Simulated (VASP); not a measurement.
# SnSe in VASP: notebook, part 2 of 2

VASP 6.6.1. Earlier steps stand in the parts before.

## 3. Single point, PBEsol

Contents of INCAR:

```
SYSTEM = SnSe
ALGO = Normal ; EDIFF = 1E-7
ENCUT = 520 ; GGA = PS
ISIF = 2 ; ISMEAR = 0
LASPH = .True. ; LCHARG = .True.
LELF = .True. ; LREAL = .False.
LVHAR = .True. ; LWAVE = .False.
NBANDS = 28 ; NELM = 60
PREC = Accurate ; SIGMA = 0.05
```

Contents of KPOINTS:

```
k-points
0
Gamma
  6 6 4
  0 0 0
```

Contents of POSCAR:

```
SnSe
1.0
    4.2853274191      0.0000000000      0.0000000000
    0.0000000000      4.2853274191      0.0000000000
    0.0000000000      0.0000000000     10.9906921300
Sn Se
2 2
Direct
    0.5000000000      0.0000000000      0.3801903921
    0.0000000000      0.5000000000      0.6357321721
    0.5000000000      0.0000000000      0.6160394900
    0.0000000000      0.5000000000      0.3839605100
```

Potentials or basis: VASP PAW PBE potentials, release 64 (Sn_d, Se).

The run is started by

```
> cat potpaw_PBE.64/Sn_d/POTCAR potpaw_PBE.64/Se/POTCAR > POTCAR
> mpirun -np 1 vasp_std > vasp.out
```

OUTCAR:

```text
SYSTEM = SnSe
   EDIFF = 1E-7
   ENCUT = 520
   GGA = PS
   ISIF = 2
   ISMEAR = 0
   LASPH = .True.
   LREAL = .False.
   NELM = 60
   PREC = Accurate

 ion  position               nearest neighbor table
   1  0.500  0.000  0.380-   3 2.59   4 3.03   4 3.03   4 3.03   4 3.03
   2  0.000  0.500  0.636-   4 2.77   3 3.04   3 3.04   3 3.04   3 3.04
   3  0.500  0.000  0.616-   1 2.59   2 3.04   2 3.04   2 3.04   2 3.04
   4  0.000  0.500  0.384-   2 2.77   1 3.03   1 3.03   1 3.03   1 3.03

  LATTYP: Found a simple tetragonal cell.
 ALAT       =     4.2853274191
 C/A-ratio  =     2.5647263453

  Lattice vectors:

 A1 = (   4.2853274191,   0.0000000000,   0.0000000000)
 A2 = (   0.0000000000,   4.2853274191,   0.0000000000)
 A3 = (   0.0000000000,   0.0000000000,  10.9906921300)

Analysis of symmetry for initial positions (statically):
=====================================================================
 Subroutine PRICEL returns:
 Original cell was already a primitive cell.

 Routine SETGRP: Setting up the symmetry group for a
 simple tetragonal supercell.

 Subroutine GETGRP returns: Found  8 space group operations
 (whereof  4 operations were pure point group operations)
 out of a pool of 16 trial point group operations.

The static configuration has the point symmetry C_2v.
 The point group associated with its full space group is C_4v.

Analysis of symmetry for dynamics (positions and initial velocities):
=====================================================================
 Subroutine PRICEL returns:
 Original cell was already a primitive cell.

 Routine SETGRP: Setting up the symmetry group for a
 simple tetragonal supercell.

 Subroutine GETGRP returns: Found  8 space group operations
 (whereof  4 operations were pure point group operations)
 out of a pool of 16 trial point group operations.

The dynamic configuration has the point symmetry C_2v.
 The point group associated with its full space group is C_4v.

 Subroutine INISYM returns: Found  8 space group operations
 (whereof  4 operations are pure point group operations),
 and found     1 'primitive' translations

----------------------------------------------------------------------------------------

                                     Primitive cell

  volume of cell :     201.8334

  direct lattice vectors                    reciprocal lattice vectors
     4.285327419  0.000000000  0.000000000     0.233354398  0.000000000  0.000000000
     0.000000000  4.285327419  0.000000000     0.000000000  0.233354398  0.000000000
     0.000000000  0.000000000 10.990692130     0.000000000  0.000000000  0.090986081

  length of vectors
     4.285327419  4.285327419 10.990692130     0.233354398  0.233354398  0.090986081

  position of ions in fractional coordinates (direct lattice)
     0.500000000  0.000000000  0.380190392
     0.000000000  0.500000000  0.635732172
     0.500000000  0.000000000  0.616039490
     0.000000000  0.500000000  0.383960510

  ion indices of the primitive-cell ions
   primitive index   ion index
                 1           1
[... 23 lines left out ...]
     0.000000000  0.000000000  0.000000000

 Subroutine IBZKPT returns following result:
 ===========================================

 Found     30 irreducible k-points:

 Following reciprocal coordinates:
            Coordinates               Weight
  0.000000  0.000000  0.000000      1.000000
  0.166667  0.000000  0.000000      4.000000
  0.333333  0.000000  0.000000      4.000000
  0.500000  0.000000  0.000000      2.000000
  0.166667  0.166667  0.000000      4.000000
  0.333333  0.166667  0.000000      8.000000
[... 16 lines left out ...]
  0.333333  0.000000  0.500000      4.000000
  0.500000  0.000000  0.500000      2.000000
 [... further k-points ...]
   k-points           NKPTS =     30   k-points in BZ     NKDIM =     30   number of bands    NBANDS=     28
   number of dos      NEDOS =    301   number of ions     NIONS =      4
   total plane-waves  NPLWV =  86016
   dimension x,y,z NGX =    32 NGY =   32 NGZ =   84
   dimension x,y,z NGXF=    64 NGYF=   64 NGZF=  168
   ions per type =               2   2
   NGX,Y,Z   is equivalent  to a cutoff of  12.41, 12.41, 12.71 a.u.
   NGXF,Y,Z  is equivalent  to a cutoff of  24.83, 24.83, 25.41 a.u.
 SYSTEM =  SnSe
   PREC   = accura    normal or accurate (medium, high low for compatibility)
   ISTART =      0    job   : 0-new  1-cont  2-samecut
   ICHARG =      2    charge: 1-file 2-atom 10-const
   ISPIN  =      1    spin polarized calculation?
   LNONCOLLINEAR =      F non collinear calculations
   LSORBIT =      F    spin-orbit coupling
   LASPH  =      T    aspherical Exc in radial PAW
   ENCUT  =  520.0 eV  38.22 Ry    6.18 a.u.   7.97  7.97 20.44*2*pi/ulx,y,z
   NELM   =     60;   NELMIN=  2; NELMDL= -5     # of ELM steps
   EDIFF  = 0.1E-06   stopping-criterion for ELM
   LREAL  =      F    real-space projection
   EDIFFG = 0.1E-05   stopping-criterion for IOM
   NSW    =      0    number of steps for IOM
   IBRION =     -1    ionic relax: 0-MD 1-quasi-New 2-CG
   NFREE  =      0    steps in history (QN), initial steepest desc. (CG)
   ISIF   =      2    stress and relaxation
   ISYM   =      2    0-nonsym 1-usesym 2-fastsym
   POTIM  = 0.5000    time-step for ionic-motion
   TEBEG  =    0.0;   TEEND  =   0.0 temperature during run
   PSTRESS=    0.0 pullay stress
   NELECT =      40.0000    total number of electrons
   NUPDOWN=      -1.0000    fix difference up-down
   EMIN   =  10.00;   EMAX   =-10.00  energy-range for DOS
   EFERMI =   0.00;   METHOD = LEGACY
   ISMEAR =     0;   SIGMA  =   0.05  broadening in eV -4-tet -1-fermi 0-gaus
   EFERMI_NEDOS =   21; number of points for ismear=-14 and -15
   IALGO  =     38    algorithm
   IMIX   =      4    mixing-type and parameters
     AMIX     =   0.40;   BMIX     =  1.00
     AMIX_MAG =   1.60;   BMIX_MAG =  1.00
  volume/ion in A,a.u.               =      50.46       340.51
  Fermi-wavevector in a.u.,A,eV,Ry     =   0.954473  1.803693 12.395171  0.911019
  Thomas-Fermi vector in A             =   2.083223
   LORBIT       =      0    0 simple, 1 ext, 2 COOP (PROOUT), +10 PAW based schemes
   GGA     = PS    functional components
   LHFCALC =     F    Hartree Fock is set to
   AEXX    =    0.0000 exact exchange contribution
   IVDW    =     0    specifies the selected vdW correction
   LEPSILON=     F    determine dielectric tensor
   LRPA    =     F    only Hartree local field effects (RPA)
 non-spin polarized calculation
 Gauss-broadening in eV      SIGMA  =   0.05
  energy-cutoff  :      520.00
  volume of cell :      201.83
 maximum number of plane-waves:      5480
 NGX is ok and might be reduce to    32
   NGX = 15   NGY = 15   NGZ = 41

 number of electron      40.0000020 magnetization

 Free energy of the ion-electron system (eV)
  ---------------------------------------------------
  ext. energy  EPLUGINS =         0.00000000
  ---------------------------------------------------
  free energy    TOTEN  =       -17.51881056 eV

  energy without entropy =      -17.51881056  energy(sigma->0) =      -17.51881056

 E-fermi :   0.8291     XC(G=0):  -6.0871

 val. band max:        0.5494944799   @ k =   0.3333   0.0000   0.5000
 cond. band min:       1.9567550730   @ k =   0.3333   0.0000   0.5000
 fundamental gap:      1.4072605931
 Fermi energy:         0.8291351949

 k-point     1 :       0.0000    0.0000    0.0000
  band No.  band energies     occupation
      1     -20.5968      2.00000
      2     -20.5878      2.00000
      3     -20.5596      2.00000
      4     -20.5455      2.00000
      5     -20.5455      2.00000
      6     -20.2997      2.00000
[... 733 lines left out ...]
     27       6.7615      0.00000
     28       6.9108      0.00000

 [... further k-points ...]

------------------------ aborting loop because EDIFF is reached ----------------------------------------

  FORCE on cell =-STRESS in cart. coord.  units (eV):
  Direction    XX          YY          ZZ          XY          YZ          ZX
  --------------------------------------------------------------------------------------
  -------------------------------------------------------------------------------------
  Total       -1.2635383     -1.2635383      0.3007548      0.0000000      0.0000000      0.0000000
  in kB      -10.0301155    -10.0301155      2.3874272      0.0000000      0.0000000      0.0000000
  external PRESSURE =      -5.8909346 kB  Pullay stress =       0.0000000 kB

 VOLUME and BASIS-vectors are now :
 -----------------------------------------------------------------------------
  energy-cutoff  :      520.00
  volume of cell :      201.83
      direct lattice vectors                 reciprocal lattice vectors
     4.285327419  0.000000000  0.000000000     0.233354398  0.000000000  0.000000000
     0.000000000  4.285327419  0.000000000     0.000000000  0.233354398  0.000000000
     0.000000000  0.000000000 10.990692130     0.000000000  0.000000000  0.090986081

 POSITION                                       TOTAL-FORCE (eV/Angst)
 -----------------------------------------------------------------------------------
      2.14266      0.00000      4.17856         0.000000      0.000000     -0.595938
      0.00000      2.14266      6.98714         0.000000      0.000000     -0.606032
      2.14266      0.00000      6.77070         0.000000      0.000000      0.778110
      0.00000      2.14266      4.21999         0.000000      0.000000      0.423861
 -----------------------------------------------------------------------------------
    total drift:                                0.000000      0.000000      0.000802

  FREE ENERGIE OF THE ION-ELECTRON SYSTEM (eV)
  ---------------------------------------------------
  free  energy   TOTEN  =       -17.5188105629 eV

  energy  without entropy=      -17.5188105629  energy(sigma->0) =      -17.51881056
```

stdout:

```text
POSCAR found type information on POSCAR SnSe
 POSCAR found :  2 types and       4 ions
 scaLAPACK will be used
 -----------------------------------------------------------------------------
|                                                                             |
|                                                                             |
|     You enforced a specific xc type in the INCAR file but a different       |
|     I HOPE YOU KNOW WHAT YOU ARE DOING!                                     |
|                                                                             |
 -----------------------------------------------------------------------------

 LDA part: xc-table for (Slater+PW92), standard interpolation
 POSCAR, INCAR and KPOINTS ok, starting setup
 FFT: planning ... GRIDC
 FFT: planning ... GRID_SOFT
 FFT: planning ... GRID
 WAVECAR not read
 entering main loop
```

Run time: 3.9 min. Hardware: 1 thread of Intel Xeon 8259CL, shared host; peak memory 0.36 GiB.

What came out:

| Property | Result |
| --- | --- |
| Free energy | -17.5188 eV |
| Largest force | 0.778 eV/Å |
| Band gap on the k mesh | 1.41 eV |

Forces on the atoms (eV/Å):
```
Sn   0.000  0.000 -0.596
Sn   0.000  0.000 -0.606
Se   0.000  0.000  0.778
Se   0.000  0.000  0.424
```

Caveat: the cell differs from its parent crystal (all Sn atoms moved +0.087 Å, as atom 1 towards its neighbour atom 3 (Se) at 2.680 Å); the PAW data sets were made with another functional, which shifts forces and pressure a little; spin-orbit coupling is left out, which moves the levels of the heavy elements.
